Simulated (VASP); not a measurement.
**Ag: single point with PBEsol**

The system is Ag.

```
CELL_PARAMETERS angstrom
-1.61426 1.61426 1.61426
1.61426 -1.61426 1.61426
1.61426 1.61426 -1.61426
ATOMIC_POSITIONS crystal
Ag 0.00000 0.00000 0.00000
```

This cell differs from its parent crystal: strain -0.025 along x and y, -0.025 along z.

```
Program             : VASP 6.6.1
Task                : single point
Functional          : PBEsol
Potentials or basis : VASP PAW PBE potentials, release 64 (Ag)
Cutoff              : 520 eV
k mesh              : 20 × 20 × 20
Occupations         : gaussian, width 0.15 eV
Spin                : no spin polarisation
```

* Pressure: -0.6 GPa

Levels at points of the mesh, in eV from the Fermi level:
```csv
k point,band 2,band 3,band 4,band 5,band 6,band 7,band 8,band 9
"(0.00, 0.00, 0.00)",-4.94,-4.94,-4.94,-3.56,-3.56,17.99,17.99,17.99
"(0.50, 0.00, 0.00)",-5.75,-3.62,-3.43,-2.52,-0.16,4.23,13.36,14.57
"(0.50, 0.50, 0.50)",-6.43,-2.77,-2.77,-2.77,6.89,6.89,6.89,13.01
```

Run time: 2 min on 1 thread of AMD EPYC 7R13, with other jobs on the host, peak memory 0.15 GiB.

Caveat: the cell differs from its parent crystal (strain -0.025 along x and y, -0.025 along z); the PAW data sets were made with another functional, which shifts forces and pressure a little.
